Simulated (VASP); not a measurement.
Set up this calculation in VASP 6.6.1, as the native input.

```yaml
Task: single point
Functional: PBEsol
Potentials_or_basis: VASP PAW PBE potentials, release 64 (Sb)
Cutoff: 520 eV
k_mesh: 16 × 16 × 16
Occupations: fermi-dirac, width 0.15 eV
Spin: no spin polarisation
Dipole_correction: no
Further_INCAR_settings: ALGO = Normal; EDIFF = 1e-07; NBANDS = 8
```

The structure of Sb lies in POSCAR:

```
Sb
1.0
    3.0621676686      0.0000000000      0.0000000000
    0.0000000000      3.0621676686      0.0000000000
    0.0000000000      0.0000000000      3.0621676686
Sb
1
Direct
    0.0000000000      0.0000000000      0.0000000000
```

This isn't the form of Sb at room conditions, which is rhombohedral.

These files were run (other wordings do the same):

INCAR

```
SYSTEM = Sb
PREC = Accurate ; ENCUT = 520
EDIFF = 1E-7 ; ISMEAR = -1
SIGMA = 0.15 ; LREAL = .False.
LASPH = .True. ; NELM = 100
ALGO = Normal ; ISIF = 2
LWAVE = .False. ; LCHARG = .False.
GGA = PS ; NBANDS = 8
```

KPOINTS

```
regular mesh
0
Gamma
  16 16 16
  0 0 0
```

Potentials or basis: VASP PAW PBE potentials, release 64 (Sb).

Run with:

```bash
$ cat potpaw_PBE.64/Sb/POTCAR > POTCAR
$ mpirun -np 1 vasp_std > vasp.out
```

Results of the run:

```
Pressure               : 0.1 GPa
Band gap on the k mesh : zero (an odd number of electrons rules out a gap without spin polarisation)
```

Caveat: the PAW data sets were made with another functional, which shifts forces and pressure a little; spin-orbit coupling is left out, which moves the levels of the heavy elements.

Run time: 7.3 s on 1 thread of Intel(R) Xeon(R) 6975P-C (Granite Rapids) (shared host), peak memory 0.15 GiB.
